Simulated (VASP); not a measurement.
Set up this calculation in VASP 6.6.1, as the native input.

```yaml
Task: single point
Functional: r2SCAN
Potentials_or_basis: VASP PAW PBE potentials, release 64 (Mo_sv)
Cutoff: 520 eV
k_mesh: 10 × 10 × 16
Occupations: fermi-dirac, width 0.1 eV
Spin: no spin polarisation
Dipole_correction: no
Further_INCAR_settings: ALGO = Normal; EDIFF = 1e-07; NBANDS = 28
```

Crystal: Mo.

```
CELL_PARAMETERS angstrom
4.65511 0.00000 0.00000
-2.32755 4.03144 0.00000
0.00000 0.00000 2.54756
ATOMIC_POSITIONS crystal
Mo 0.00000 0.00000 0.00000
Mo 0.33333 0.66667 0.50000
Mo 0.66667 0.33333 0.50000
```

This isn't the form of Mo at room conditions, which is bcc.

These files were run (other wordings do the same):

POSCAR

```
Mo
1.0
    4.6551064452      0.0000000000      0.0000000000
   -2.3275532226      4.0314404388      0.0000000000
    0.0000000000      0.0000000000      2.5475617743
Mo
3
Direct
    0.0000000000      1.0000000000      1.0000000000
    0.3333333333      0.6666666667      0.5000000000
    0.6666666667      0.3333333333      0.5000000000
```

INCAR.step1

```
  PREC = Accurate
  ENCUT = 520
  ISMEAR = -1
  SIGMA = 0.1
  LREAL = F
  LASPH = T
  NELM = 100
  NBANDS = 28
  GGA = PE
  ALGO = Normal
  EDIFF = 1E-4
  LWAVE = T
  LCHARG = F
```

INCAR.step2

```
  PREC = Accurate
  ENCUT = 520
  EDIFF = 1E-7
  ISMEAR = -1
  SIGMA = 0.1
  LREAL = F
  LASPH = T
  NELM = 100
  ALGO = Normal
  ISIF = 2
  LWAVE = F
  LCHARG = F
  METAGGA = R2SCAN
  LMIXTAU = T
  NBANDS = 28
  ISTART = 1
```

KPOINTS

```
Automatic mesh
0
Gamma
  10 10 16
```

Potentials or basis: VASP PAW PBE potentials, release 64 (Mo_sv).

Command:

```sh
$ cat potpaw_PBE.64/Mo_sv/POTCAR > POTCAR
$ cp INCAR.step1 INCAR
$ mpirun -np 1 vasp_std > vasp.out
$ cp INCAR.step2 INCAR
$ mpirun -np 1 vasp_std > vasp.out
```

Results of the run:

```json
{
  "Pressure": "1.2 GPa",
  "Band gap on the k mesh": "zero (bands 21 and 22 overlap by 1.55 eV)"
}
```

Caveat: the PAW data sets were made with another functional, which shifts forces and pressure a little.

Run time: 6.2 min on 1 thread of Intel(R) Xeon(R) 6975P-C (Granite Rapids), with other jobs on the host, peak memory 0.25 GiB.
